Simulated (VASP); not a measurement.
# MnPt2 (P-3m1) in VASP: notebook

The runs below take MnPt2 through single point, with PBEsol, LDA, PBE+D3(BJ).

Everything below comes from runs of VASP 6.6.1. Logs are shortened: lines on timing, memory, paths and dates and some standing lists are left out, and cuts for length are marked.

## 1. The cell of the first run

The structure is trigonal, space group P-3m1 (No. 164). The conventional cell has a = 2.743 Å, b = 2.743 Å, c = 6.516 Å, α = 90.00°, β = 90.00°, γ = 120.00°. Within 3.4 Å of Pt (site symmetry 3m) lie 3 Mn at 2.61 Å and 9 Pt at 2.74 to 2.85 Å. Mn (site symmetry -3m) has 6 Pt at 2.61 Å and 6 Mn at 2.74 Å within 3.4 Å.

## 2. Single point, PBEsol, collinear spin, ferromagnetic start

Contents of INCAR:

```
SYSTEM = MnPt2
PREC     = Accurate       ! precision mode
ENCUT    = 520            ! plane-wave cutoff, eV
EDIFF    = 1E-6           ! SCF threshold, eV
ISMEAR   = -1             ! smearing method
SIGMA    = 0.05           ! smearing width, eV
LREAL    = .FALSE.        ! projectors in reciprocal space
LASPH    = .TRUE.         ! aspherical terms in the spheres
NELM     = 150            ! most SCF steps
ALGO     = Normal         ! electronic algorithm
ISIF     = 2              ! what is computed and relaxed
LWAVE    = .FALSE.        ! write WAVECAR
LCHARG   = .FALSE.        ! write CHGCAR
ISPIN    = 2              ! spin polarisation
MAGMOM   = 0 0 4          ! initial moments
LORBIT   = 11             ! projections on sites
LMAXMIX  = 4              ! l up to which the mixer works
GGA      = PS             ! functional
NBANDS   = 28             ! bands
```

Contents of KPOINTS:

```
Automatic mesh
0
G
  11 11 4
  0 0 0
```

Contents of POSCAR:

```
MnPt2
1.0
    2.7433026850      0.0000000000      0.0000000000
   -1.3716513425      2.3757698155      0.0000000000
    0.0000000000      0.0000000000      6.5159328433
Pt Mn
2 1
Direct
    0.6666666667      0.3333333333      0.3179338111
    0.3333333333      0.6666666667      0.6820661889
    0.0000000000      0.0000000000      0.0000000000
```

Potentials or basis: VASP PAW PBE potentials, release 64 (Pt, Mn_pv).

On the command line:

```
$ cat potpaw_PBE.64/Pt/POTCAR potpaw_PBE.64/Mn_pv/POTCAR > POTCAR
$ mpirun -np 1 vasp_std > vasp.out
```

OUTCAR:

```text
SYSTEM = MnPt2
   PREC = Accurate
   ENCUT = 520
   EDIFF = 1E-6
   ISMEAR = -1
   LREAL = .FALSE.
   LASPH = .TRUE.
   NELM = 150
   ISIF = 2
   ISPIN = 2
   LORBIT = 11
   GGA = PS

 ion  position               nearest neighbor table
   1  0.667  0.333  0.318-   3 2.61   3 2.61   3 2.61   2 2.85   2 2.85   2 2.85
   2  0.333  0.667  0.682-   3 2.61   3 2.61   3 2.61   1 2.85   1 2.85   1 2.85
   3  0.000  0.000  0.000-   1 2.61   2 2.61   1 2.61   2 2.61   1 2.61   2 2.61

  LATTYP: Found a hexagonal cell.
 ALAT       =     2.7433026850
 C/A-ratio  =     2.3752146925

  Lattice vectors:

 A1 = (   2.7433026850,   0.0000000000,   0.0000000000)
 A2 = (  -1.3716513425,   2.3757698155,   0.0000000000)
 A3 = (   0.0000000000,   0.0000000000,   6.5159328433)

Analysis of symmetry for initial positions (statically):
=====================================================================
 Subroutine PRICEL returns:
 Original cell was already a primitive cell.

 Routine SETGRP: Setting up the symmetry group for a
 hexagonal supercell.

 Subroutine GETGRP returns: Found 12 space group operations
 (whereof 12 operations were pure point group operations)
 out of a pool of 24 trial point group operations.

The static configuration has the point symmetry D_3d.

Analysis of symmetry for dynamics (positions and initial velocities):
=====================================================================
 Subroutine PRICEL returns:
 Original cell was already a primitive cell.

 Routine SETGRP: Setting up the symmetry group for a
 hexagonal supercell.

 Subroutine GETGRP returns: Found 12 space group operations
 (whereof 12 operations were pure point group operations)
 out of a pool of 24 trial point group operations.

The dynamic configuration has the point symmetry D_3d.

Analysis of structural, dynamic, and magnetic symmetry:
=====================================================================
 Subroutine PRICEL returns:
 Original cell was already a primitive cell.

 Routine SETGRP: Setting up the symmetry group for a
 hexagonal supercell.

 Subroutine GETGRP returns: Found 12 space group operations
 (whereof 12 operations were pure point group operations)
 out of a pool of 24 trial point group operations.

The overall configuration has the point symmetry D_3d.

 Subroutine INISYM returns: Found 12 space group operations
 (whereof 12 operations are pure point group operations),
 and found     1 'primitive' translations

----------------------------------------------------------------------------------------

                                     Primitive cell

  volume of cell :      42.4673

  direct lattice vectors                    reciprocal lattice vectors
     2.743302685  0.000000000  0.000000000     0.364524121  0.210458099  0.000000000
    -1.371651343  2.375769815  0.000000000     0.000000000  0.420916199  0.000000000
     0.000000000  0.000000000  6.515932843     0.000000000  0.000000000  0.153469967

  length of vectors
     2.743302685  2.743302685  6.515932843     0.420916199  0.420916199  0.153469967

  position of ions in fractional coordinates (direct lattice)
     0.666666667  0.333333333  0.317933811
     0.333333333  0.666666667  0.682066189
     0.000000000  0.000000000  0.000000000

  ion indices of the primitive-cell ions
   primitive index   ion index
                 1           1
                 2           2
                 3           3

----------------------------------------------------------------------------------------

 KPOINTS: Automatic mesh

Automatic generation of k-mesh.
 Grid dimensions read from file:
 generate k-points for:   11   11    4

 Generating k-lattice:

  Cartesian coordinates                     Fractional coordinates (reciprocal lattice)
     0.033138556  0.019132554  0.000000000     0.090909091  0.000000000  0.000000000
     0.000000000  0.038265109  0.000000000     0.000000000  0.090909091  0.000000000
     0.000000000  0.000000000  0.038367492     0.000000000  0.000000000  0.250000000

  Length of vectors
     0.038265109  0.038265109  0.038367492

  Shift w.r.t. Gamma in fractional coordinates (k-lattice)
     0.000000000  0.000000000  0.000000000

 Subroutine IBZKPT returns following result:
 ===========================================

 Found     58 irreducible k-points:

 Following reciprocal coordinates:
            Coordinates               Weight
  0.000000  0.000000  0.000000      1.000000
  0.090909  0.000000  0.000000      6.000000
  0.181818  0.000000  0.000000      6.000000
  0.272727  0.000000  0.000000      6.000000
  0.363636  0.000000  0.000000      6.000000
  0.454545  0.000000  0.000000      6.000000
[... 16 lines left out ...]
  0.000000  0.272727  0.250000      6.000000
  0.363636  0.000000  0.250000      6.000000
 [... further k-points ...]
   k-points           NKPTS =     58   k-points in BZ     NKDIM =     58   number of bands    NBANDS=     28
   number of dos      NEDOS =    301   number of ions     NIONS =      3
   total plane-waves  NPLWV =  19200
   dimension x,y,z NGX =    20 NGY =   20 NGZ =   48
   dimension x,y,z NGXF=    40 NGYF=   40 NGZF=   96
   ions per type =               2   1
   NGX,Y,Z   is equivalent  to a cutoff of  12.12, 12.12, 12.25 a.u.
   NGXF,Y,Z  is equivalent  to a cutoff of  24.24, 24.24, 24.49 a.u.
 SYSTEM =  MnPt2
   PREC   = accura    normal or accurate (medium, high low for compatibility)
   ISTART =      0    job   : 0-new  1-cont  2-samecut
   ICHARG =      2    charge: 1-file 2-atom 10-const
   ISPIN  =      2    spin polarized calculation?
   LNONCOLLINEAR =      F non collinear calculations
   LSORBIT =      F    spin-orbit coupling
   LASPH  =      T    aspherical Exc in radial PAW
   ENCUT  =  520.0 eV  38.22 Ry    6.18 a.u.   5.10  5.10 12.12*2*pi/ulx,y,z
   NELM   =    150;   NELMIN=  2; NELMDL= -5     # of ELM steps
   EDIFF  = 0.1E-05   stopping-criterion for ELM
   LREAL  =      F    real-space projection
   EDIFFG = 0.1E-04   stopping-criterion for IOM
   NSW    =      0    number of steps for IOM
   IBRION =     -1    ionic relax: 0-MD 1-quasi-New 2-CG
   NFREE  =      0    steps in history (QN), initial steepest desc. (CG)
   ISIF   =      2    stress and relaxation
   ISYM   =      2    0-nonsym 1-usesym 2-fastsym
   POTIM  = 0.5000    time-step for ionic-motion
   TEBEG  =    0.0;   TEEND  =   0.0 temperature during run
   PSTRESS=    0.0 pullay stress
   NELECT =      33.0000    total number of electrons
   NUPDOWN=      -1.0000    fix difference up-down
   EMIN   =  10.00;   EMAX   =-10.00  energy-range for DOS
   EFERMI =   0.00;   METHOD = LEGACY
   ISMEAR =    -1;   SIGMA  =   0.05  broadening in eV -4-tet -1-fermi 0-gaus
   EFERMI_NEDOS =   21; number of points for ismear=-14 and -15
   IALGO  =     38    algorithm
   IMIX   =      4    mixing-type and parameters
     AMIX     =   0.40;   BMIX     =  1.00
     AMIX_MAG =   1.60;   BMIX_MAG =  1.00
  volume/ion in A,a.u.               =      14.16        95.53
  Fermi-wavevector in a.u.,A,eV,Ry     =   1.505086  2.844200 30.821048  2.265283
  Thomas-Fermi vector in A             =   2.615981
   LORBIT       =     11    0 simple, 1 ext, 2 COOP (PROOUT), +10 PAW based schemes
   GGA     = PS    functional components
   LHFCALC =     F    Hartree Fock is set to
   AEXX    =    0.0000 exact exchange contribution
   IVDW    =     0    specifies the selected vdW correction
   LEPSILON=     F    determine dielectric tensor
   LRPA    =     F    only Hartree local field effects (RPA)
 spin polarized calculation
  energy-cutoff  :      520.00
  volume of cell :       42.47
 maximum number of plane-waves:      1156
   NGX = 11   NGY = 11   NGZ = 25

 number of electron      33.0000025 magnetization       3.9354163

 Free energy of the ion-electron system (eV)
  ---------------------------------------------------
  ext. energy  EPLUGINS =         0.00000000
  ---------------------------------------------------
  free energy    TOTEN  =       -24.02578851 eV

  energy without entropy =      -23.99741165  energy(sigma->0) =      -24.01160008

 E-fermi :  10.7117     XC(G=0): -13.5003

 val. band max:       10.7109163800   @ k =   0.3636   0.0000   0.5000
 cond. band min:      10.7136831645   @ k =   0.2727   0.1818   0.2500
 fundamental gap:      0.0027667845
 Fermi energy:        10.7116553008

 spin component 1

 k-point     1 :       0.0000    0.0000    0.0000
  band No.  band energies     occupation
      1     -38.6518      1.00000
      2     -38.5030      1.00000
      3     -38.5030      1.00000
      4       0.5673      1.00000
      5       2.7518      1.00000
      6       4.3471      1.00000
[... 20 lines left out ...]
     27      30.8215      0.00000
     28      30.8215      0.00000

 k-point     2 :       0.0909    0.0000    0.0000
  band No.  band energies     occupation
      1     -38.6497      1.00000
      2     -38.5196      1.00000
      3     -38.5070      1.00000
      4       0.8645      1.00000
      5       3.0529      1.00000
      6       4.5404      1.00000
[... 20 lines left out ...]
     27      29.1578      0.00000
     28      29.5049      0.00000

 k-point     3 :       0.1818    0.0000    0.0000
  band No.  band energies     occupation
      1     -38.6438      1.00000
      2     -38.5639      1.00000
      3     -38.5178      1.00000
      4       1.6905      1.00000
      5       3.8006      1.00000
      6       4.9896      1.00000
[... 616 lines left out ...]
      3     -38.5319      1.00000
      4       3.0215      1.00000
      5       4.0444      1.00000
      6       4.8046      1.00000
[... 20 lines left out ...]
     27      26.6924      0.00000
     28      28.7164      0.00000

 k-point    24 :       0.3636    0.0000    0.2500
  band No.  band energies     occupation
      1     -38.6745      1.00000
      2     -38.6292      1.00000
      3     -38.5448      1.00000
      4       3.4239      1.00000
      5       3.9467      1.00000
      6       4.4853      1.00000
[... 20 lines left out ...]
     27      24.8226      0.00000
     28      26.5878      0.00000

 [... further k-points ...]

 spin component 2

 k-point     1 :       0.0000    0.0000    0.0000
  band No.  band energies     occupation
      1     -35.1581      1.00000
      2     -34.9372      1.00000
      3     -34.9372      1.00000
      4       0.7757      1.00000
      5       2.8716      1.00000
      6       4.9701      1.00000
[... 20 lines left out ...]
     27      31.2252      0.00000
     28      31.2252      0.00000

 k-point     2 :       0.0909    0.0000    0.0000
  band No.  band energies     occupation
      1     -35.1555      1.00000
      2     -34.9562      1.00000
      3     -34.9418      1.00000
      4       1.0771      1.00000
      5       3.1771      1.00000
      6       5.1465      1.00000
[... 20 lines left out ...]
     27      29.7088      0.00000
     28      29.9845      0.00000

 k-point     3 :       0.1818    0.0000    0.0000
  band No.  band energies     occupation
      1     -35.1486      1.00000
      2     -35.0068      1.00000
      3     -34.9539      1.00000
      4       1.9135      1.00000
      5       3.9467      1.00000
      6       5.5214      1.00000
[... 616 lines left out ...]
      3     -34.9697      1.00000
      4       3.2117      1.00000
      5       4.2813      1.00000
      6       5.2075      1.00000
[... 20 lines left out ...]
     27      27.1035      0.00000
     28      29.1165      0.00000

 k-point    24 :       0.3636    0.0000    0.2500
  band No.  band energies     occupation
      1     -35.1327      1.00000
      2     -35.1311      1.00000
      3     -34.9843      1.00000
      4       3.6574      1.00000
      5       4.1657      1.00000
      6       4.7542      1.00000
[... 20 lines left out ...]
     27      25.3024      0.00000
     28      26.8514      0.00000

 [... further k-points ...]
[... 5 lines left out ...]
  --------------------------------------------------------------------------------------
  -------------------------------------------------------------------------------------
  Total        1.3100461      1.3100461      1.3361020     -0.0000000      0.0000000     -0.0000000
  in kB       49.4245226     49.4245226     50.4075414     -0.0000000      0.0000000     -0.0000000
  external PRESSURE =      49.7521955 kB  Pullay stress =       0.0000000 kB

 VOLUME and BASIS-vectors are now :
 -----------------------------------------------------------------------------
  energy-cutoff  :      520.00
  volume of cell :       42.47
      direct lattice vectors                 reciprocal lattice vectors
     2.743302685  0.000000000  0.000000000     0.364524121  0.210458099  0.000000000
    -1.371651343  2.375769815  0.000000000     0.000000000  0.420916199  0.000000000
     0.000000000  0.000000000  6.515932843     0.000000000  0.000000000  0.153469967

 POSITION                                       TOTAL-FORCE (eV/Angst)
 -----------------------------------------------------------------------------------
      1.37165      0.79192      2.07164        -0.000000      0.000000      0.014566
     -0.00000      1.58385      4.44430         0.000000     -0.000000     -0.014566
      0.00000      0.00000      0.00000         0.000000      0.000000      0.000000
 -----------------------------------------------------------------------------------
    total drift:                               -0.000000      0.000000      0.000000

  FREE ENERGIE OF THE ION-ELECTRON SYSTEM (eV)
  ---------------------------------------------------
  free  energy   TOTEN  =       -24.0257885098 eV

  energy  without entropy=      -23.9974116538  energy(sigma->0) =      -24.01160008

 total charge

# of ion       s       p       d       tot
------------------------------------------
    1        0.688   0.642   8.070   9.400
    2        0.688   0.642   8.070   9.400
    3        0.339   6.298   5.034  11.671
--------------------------------------------------
tot          1.714   7.583  21.175  30.472

 magnetization (x)

# of ion       s       p       d       tot
------------------------------------------
    1       -0.015   0.002   0.231   0.218
    2       -0.015   0.002   0.231   0.218
    3        0.009   0.026   3.309   3.344
--------------------------------------------------
tot         -0.021   0.030   3.772   3.781
```

Run time: 67 s. Hardware: 1 thread of AMD EPYC 9R45 (Zen 5), shared host; peak memory 0.21 GiB.

Results:

- Free energy: -24.0258 eV
- Pressure: 5.0 GPa
- Largest force: 0.015 eV/Å
- Net moment: 3.94 μB per cell
- Site moments: Pt +0.22; Mn +3.34 μB
- Valence electrons inside the program's atomic spheres: Pt 9.40; Mn 11.67

Forces in eV/Å, atoms in the order of the input:
```
Pt   0.000  0.000  0.015
Pt   0.000  0.000 -0.015
Mn   0.000  0.000  0.000
```

Stress tensor (GPa, compression positive):
```
4.94 0.00 0.00
0.00 4.94 0.00
0.00 0.00 5.04
```

Levels at points of the mesh, in eV from the Fermi level:
Spin up:
| k point | band 17 | band 18 | band 19 | band 20 | band 21 | band 22 |
| --- | --- | --- | --- | --- | --- | --- |
| (0.00, 0.00, 0.00) | -1.47 | -1.09 | -1.09 | -0.64 | -0.64 | 10.11 |
| (0.00, 0.00, 0.50) | -1.55 | -1.55 | -0.33 | -0.03 | -0.03 | 6.28 |
Spin down:
```
           k point  band 11  band 12  band 13  band 14  band 15  band 16  band 17  band 18  band 19  band 20
(0.00, 0.00, 0.00)    -3.39    -2.85    -1.98    -1.98    -0.96    -0.96     0.17     1.18     1.18     2.19
(0.00, 0.00, 0.50)    -3.55    -1.69    -1.69    -1.45    -1.45    -0.26    -0.05     1.23     1.23     2.35
```

Caveat: the PAW data sets were made with another functional, which shifts forces and pressure a little; spin-orbit coupling is left out, which moves the levels of the heavy elements.

## 3. Single point, PBEsol, collinear spin, ferromagnetic start

This run uses another cell than the first one, of 14.38 Å³/atom, 1.016 times its volume.

Contents of INCAR:

```
PREC     = Accurate       # precision mode
ENCUT    = 520            # plane-wave cutoff, eV
EDIFF    = 1E-7           # SCF threshold, eV
ISMEAR   = -1             # smearing method
SIGMA    = 0.05           # smearing width, eV
LREAL    = False          # projectors in reciprocal space
LASPH    = True           # aspherical terms in the spheres
NELM     = 150            # most SCF steps
ALGO     = Normal         # electronic algorithm
ISIF     = 2              # what is computed and relaxed
LWAVE    = False          # write WAVECAR
LCHARG   = False          # write CHGCAR
ISPIN    = 2              # spin polarisation
MAGMOM   = 0 0 4          # initial moments
LORBIT   = 11             # projections on sites
LMAXMIX  = 4              # l up to which the mixer works
GGA      = PS             # functional
NBANDS   = 28             # bands
```

Contents of KPOINTS:

```
Automatic mesh
0
Gamma
  11 11 4
```

Contents of POSCAR:

```
MnPt2
1.0
    2.7614571854      0.0000000000      0.0000000000
   -1.3807285927      2.3914920740      0.0000000000
    0.0000000000      0.0000000000      6.5327003869
Pt Mn
2 1
Direct
    0.6666666667      0.3333333333      0.3177310347
    0.3333333333      0.6666666667      0.6822689653
    0.0000000000      0.0000000000      0.0000000000
```

Potentials or basis: VASP PAW PBE potentials, release 64 (Pt, Mn_pv).

On the command line:

```
$ cat potpaw_PBE.64/Pt/POTCAR potpaw_PBE.64/Mn_pv/POTCAR > POTCAR
$ mpirun -np 1 vasp_std > vasp.out
```

Wall time 1.7 min (1 thread of AMD EPYC 9R45 (Zen 5), shared host); peak memory 0.24 GiB.

The run converged. Its results:

| Item | Value |
| --- | --- |
| Free energy | -24.0408 eV |
| Pressure | 2.0 GPa |
| Largest force | 0.013 eV/Å |
| Net moment | 4.08 μB per cell |
| Site moments | Pt +0.23; Mn +3.45 μB |
| Valence electrons inside the program's atomic spheres | Pt 9.36; Mn 11.65 |

Forces in eV/Å, atoms in the order of the input:
```
Pt   0.000  0.000  0.013
Pt   0.000  0.000 -0.013
Mn   0.000  0.000  0.000
```

Stress tensor (GPa, compression positive):
```
1.94 0.00 0.00
0.00 1.94 0.00
0.00 0.00 2.04
```

Levels at points of the mesh, in eV from the Fermi level:
Spin up:
```csv
k point,band 16,band 17,band 18,band 19,band 20,band 21,band 22,band 23
"(0.00, 0.00, 0.00)",-1.49,-1.49,-1.07,-1.07,-0.68,-0.68,10.05,11.01
"(0.00, 0.00, 0.50)",-1.81,-1.58,-1.58,-0.26,-0.06,-0.06,6.19,14.51
```
Spin down:
| k point | band 13 | band 14 | band 15 | band 16 | band 17 | band 18 |
| --- | --- | --- | --- | --- | --- | --- |
| (0.00, 0.00, 0.00) | -1.94 | -1.94 | -0.93 | -0.93 | 0.28 | 1.22 |
| (0.00, 0.00, 0.50) | -1.65 | -1.42 | -1.42 | -0.16 | 0.02 | 1.27 |

Caveat: the PAW data sets were made with another functional, which shifts forces and pressure a little; spin-orbit coupling is left out, which moves the levels of the heavy elements.

[end of part 1 of 2]
